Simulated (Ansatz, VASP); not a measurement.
One calculation of BaS, two programs

INCAR

```
PREC = Accurate
ENCUT = 520
EDIFF = 1E-6
ISMEAR = 0
SIGMA = 0.02
LREAL = False
LASPH = True
NELM = 80
ALGO = Normal
ISIF = 2
LWAVE = False
LCHARG = False
GGA = PE
NBANDS = 15
```

File KPOINTS:

```
regular mesh
0
Gamma
  8 8 8
```

POSCAR

```
BaS
1.0
    0.0000000000      3.3181536476      3.3181536476
    3.3181536476      0.0000000000      3.3181536476
    3.3181536476      3.3181536476      0.0000000000
Ba S
1 1
Direct
    0.0000000000      0.0000000000      0.0000000000
    0.5000000000      0.5000000000      0.5000000000
```

Input for Ansatz:

```yaml
crystal:
  lattice:
    - [0.0, 3.3181536476, 3.3181536476]
    - [3.3181536476, 0.0, 3.3181536476]
    - [3.3181536476, 3.3181536476, 0.0]
  atoms:
    - { symbol: Ba, position: [0.0, 0.0, 0.0] }
    - { symbol: S, position: [0.5, 0.5, 0.5] }
basis:
  ecutwfc: 420
kpoints:
  mp_grid: { grid: [8, 8, 8] }
hamiltonian:
  xc: pbe
scf:
  occupations: { method: gaussian, width: 0.02 }
output:
  forces: true
  stress: true
  eigenvalues: true
```

Alike in both runs: task single point; functional PBE; k mesh 8 × 8 × 8; occupations gaussian, width 0.02 eV; no spin polarisation.

|  | VASP | Ansatz |
| --- | --- | --- |
| version | VASP 6.6.1 | Ansatz 0.2.0 |
| potentials or method | VASP PAW PBE potentials, release 64 (Ba_sv, S), cutoff 520 eV | scalar-relativistic, plane waves, PAW |
| valence electrons in the cell | 16 | 16 |

|  | VASP | Ansatz | Ansatz less VASP |
| --- | --- | --- | --- |
| gap on the k mesh at the Fermi level (eV) | 2.26 | 2.34 | +0.077 |
| least direct gap on the mesh (eV) | 2.45 | 2.50 | +0.053 |
| pressure (GPa) | -2.8 | -3.2 | -0.38 |

Neither program's run includes spin-orbit coupling.
